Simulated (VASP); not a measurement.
# B16N17 (a cell with a defect) in VASP: a series of runs, part 2 of 2

VASP 6.6.1. Earlier steps stand in the parts before.

## (3) Single point, PBE+D3(BJ), collinear spin (with an interstitial atom, then relaxed in part)

Input file INCAR:

```
PREC = Accurate ; ENCUT = 520
EDIFF = 1E-6 ; ISMEAR = 0
SIGMA = 0.01 ; LREAL = Auto
LASPH = T ; NELM = 150
ALGO = Normal ; ISIF = 2
LWAVE = F ; LCHARG = F
ISPIN = 2 ; MAGMOM = 0 0 0 0 0 0.111 0 0.111 0 0 0 0.111 0 0.111 0 0 0 0 0 0 0.111 0.111 0.111 0 0 0 0.111 0 0 0 0 0 0.111
LORBIT = 11 ; GGA = PE
IVDW = 12 ; NBANDS = 92
NELECT = 135.0
```

Input file KPOINTS:

```
Automatic mesh
0
Gamma
  2 2 2
  0.5 0.5 0.5
```

Input file POSCAR:

```
B16N17
1.0
   -5.0122276274      2.8938109699      3.2948837584
    0.0000000000     -5.7876219398      3.2948837584
    5.0122276274      2.8938109699      3.2948837584
B N
16 17
Direct
    0.2563355222      0.7545275329      1.0100474297
    0.5019673993      0.5026987060      1.0030411545
    0.7537960235      0.2570677764      1.0100466435
    1.0090603387      0.7545059049      0.2572728238
    1.0530973767      1.0538282939      1.0540585281
    0.2515819606      0.4763392391      0.2525425437
    0.4756028388      0.2523111188      0.2525386632
    0.7629782778      0.7637109200      0.5136499618
    0.7537719034      1.0097923311      0.2572726043
    1.0020637828      0.5026831105      0.5029136866
    0.2515757304      0.2523079466      0.4765607632
    0.5127204260      0.7637359577      0.7639615535
    0.5019518335      1.0027962617      0.5029135552
    0.7630033409      0.5134548967      0.7639611120
    1.0090772877      0.2570637998      0.7547541614
    0.2563312702      1.0098096547      0.7547523998
    0.5778467661      0.0809875089      0.3320041366
    0.8427194043      0.8434530962      0.3439335027
    0.0802577844      0.5785829110      0.3320084183
    0.3310417893      0.0809884228      0.5788124783
    0.2230322643      0.2237684103      0.2239999356
    0.5979334143      0.8485799764      0.5988907288
    0.8478449981      0.5986618223      0.5988857812
    0.0965805042      0.0973110218      0.8440378814
    0.0802572664      0.3317745576      0.5788137897
    0.3430144900      0.8434900777      0.8437191501
    0.5979393704      0.5986727070      0.8488156524
    0.8430769822      0.0973069625      0.0975367867
    0.8427600394      0.3437510964      0.8437221996
    0.0965766030      0.8438098922      0.0975376232
    0.3310594373      0.5785947536      0.0812343846
    0.5778597221      0.3317874107      0.0812326598
    0.4186657404      0.4193955462      0.4196318322
```

Potentials or basis: VASP PAW PBE potentials, release 64 (B, N).

Command:

```bash
cat potpaw_PBE.64/B/POTCAR potpaw_PBE.64/N/POTCAR > POTCAR
mpirun -np 1 vasp_std > vasp.out
```

OUTCAR:

```text
PREC = Accurate
   ENCUT = 520
   EDIFF = 1E-6
   ISMEAR = 0
   LREAL = Auto
   LASPH = T
   NELM = 150
   ISIF = 2
   ISPIN = 2
   LORBIT = 11
   GGA = PE
   IVDW = 12
   NELECT = 135.0
 IVDW          = 12

 ion  position               nearest neighbor table
   1  0.256  0.755  0.010-  30 1.44  31 1.44  26 1.47
   2  0.502  0.503  0.003-  31 1.44  32 1.44  27 1.45
   3  0.754  0.257  0.010-  28 1.44  32 1.44  29 1.47
   4  0.009  0.755  0.257-  30 1.44  19 1.44  18 1.47
   5  0.053  0.054  0.054-  30 1.52  28 1.52  24 1.52  21 1.68
   6  0.252  0.476  0.253-  31 1.52  19 1.52  33 1.59  21 1.65
   7  0.476  0.252  0.253-  32 1.52  17 1.52  33 1.59  21 1.65
   8  0.763  0.764  0.514-  18 1.44  22 1.45  23 1.45
   9  0.754  0.010  0.257-  28 1.44  17 1.44  18 1.47
  10  0.002  0.503  0.503-  19 1.44  25 1.44  23 1.45
  11  0.252  0.252  0.477-  25 1.52  20 1.52  33 1.59  21 1.65
  12  0.513  0.764  0.764-  26 1.44  22 1.45  27 1.45
  13  0.502  0.003  0.503-  17 1.44  20 1.44  22 1.45
  14  0.763  0.513  0.764-  29 1.44  23 1.45  27 1.45
[... 942 lines left out ...]
  in kB      46.68474    46.69201    94.68516     0.00343     0.00886    -0.00756
  external pressure =       62.69 kB  Pullay stress =        0.00 kB

 VOLUME and BASIS-vectors are now :
 -----------------------------------------------------------------------------
  energy-cutoff  :      520.00
  volume of cell :      286.74
      direct lattice vectors                 reciprocal lattice vectors
    -5.012227627  2.893810970  3.294883758    -0.099756044  0.057594179  0.101166948
     0.000000000 -5.787621940  3.294883758     0.000000000 -0.115188358  0.101166948
     5.012227627  2.893810970  3.294883758     0.099756044  0.057594179  0.101166948

 POSITION                                       TOTAL-FORCE (eV/Angst)
 -----------------------------------------------------------------------------------
     -1.23445     -3.59606      3.36378        -0.001066     -0.003900     -0.001116
     -2.50073     -1.44803      3.32028        -0.002495     -0.002033      0.000902
     -3.72784      0.72261      3.36378        -0.003498      0.002587     -0.001816
      1.24410     -3.59608      3.36355        -0.000775     -0.004158     -0.001189
      0.00482     -0.00145      0.53042         0.000388     -0.000491      0.018916
      0.00481     -1.29803      3.23051         0.001606     -0.020427     -0.006800
[... 25 lines left out ...]
     -2.48921     -0.01297      3.26483        -0.000166      0.000066     -0.001241
      0.00484     -0.00143      4.14395        -0.000931      0.000002      0.060028
 -----------------------------------------------------------------------------------
    total drift:                                0.010623     -0.003547      0.007072

  FREE ENERGIE OF THE ION-ELECTRON SYSTEM (eV)
  ---------------------------------------------------
  free  energy   TOTEN  =      -280.8960019321 eV

  energy  without entropy=     -280.8960019321  energy(sigma->0) =     -280.89600193

 total charge

# of ion       s       p       d       tot
------------------------------------------
    1        0.743   1.434   0.000   2.176
    2        0.753   1.463   0.000   2.216
    3        0.743   1.434   0.000   2.176
    4        0.743   1.434   0.000   2.176
    5        0.678   1.350   0.000   2.028
    6        0.675   1.340   0.000   2.016
[... 25 lines left out ...]
   32        1.223   2.788   0.000   4.011
   33        1.270   2.533   0.000   3.803
--------------------------------------------------
tot         32.548  69.666   0.000 102.214

 magnetization (x)

# of ion       s       p       d       tot
------------------------------------------
    1       -0.000   0.000   0.000   0.000
    2       -0.000   0.001   0.000   0.001
    3       -0.000   0.000   0.000   0.000
    4       -0.000   0.000   0.000   0.000
    5        0.009   0.047   0.000   0.056
    6       -0.001   0.011   0.000   0.009
[... 25 lines left out ...]
   32       -0.000   0.001   0.000   0.001
   33        0.013   0.387   0.000   0.400
--------------------------------------------------
tot          0.034   0.715   0.000   0.750
```

It took 9.2 min on 1 thread of Oxide Virtual Turin-like, shared host; peak memory 0.5 GiB.

What came out:

* Free energy: -280.8960 eV
* Largest force: 0.060 eV/Å
* Net moment: 1.00 μB per cell
* Site moments: B +0.00, +0.06, +0.01 (each value once); N +0.00, +0.17, +0.01, +0.40 (each value once) μB
* Valence electrons inside the program's atomic spheres: B 2.18, 2.22, 2.03, 2.02, 2.19 (each value once); N 4.01, 3.82, 4.03, 4.02, 3.80 (each value once)
* Dispersion energy per atom: -0.144 eV

Forces on the atoms (eV/Å):
```
B   -0.001 -0.004 -0.001
B   -0.002 -0.002  0.001
B   -0.003  0.003 -0.002
B   -0.001 -0.004 -0.001
B    0.000  0.000  0.019
B    0.002 -0.020 -0.007
B   -0.016  0.010 -0.006
B   -0.001  0.000  0.004
B   -0.004  0.001 -0.001
B    0.004 -0.002  0.001
B    0.019  0.010 -0.007
B    0.002 -0.001  0.003
B    0.001  0.003  0.001
B   -0.001  0.001  0.003
B    0.003  0.003 -0.002
B    0.004  0.002 -0.001
N    0.000 -0.001 -0.001
N    0.002  0.001 -0.001
N   -0.001  0.001 -0.001
N   -0.002 -0.001 -0.001
N    0.000  0.000 -0.045
N    0.000 -0.005 -0.001
N   -0.004  0.002 -0.001
N   -0.003 -0.002 -0.001
N   -0.002 -0.001 -0.001
N   -0.001  0.001 -0.002
N    0.004  0.002 -0.001
N    0.004 -0.002 -0.001
N    0.000 -0.002 -0.002
N    0.000  0.005 -0.001
N    0.000  0.001 -0.001
N    0.000  0.000 -0.001
N   -0.001  0.000  0.060
```

Caveat: the cell carries a net charge on a neutralising background, which shifts energy and pressure; the cell differs from its parent crystal (with an interstitial atom, then relaxed in part); the cell is charged against a uniform background, so pressure and absolute levels hang on convention.
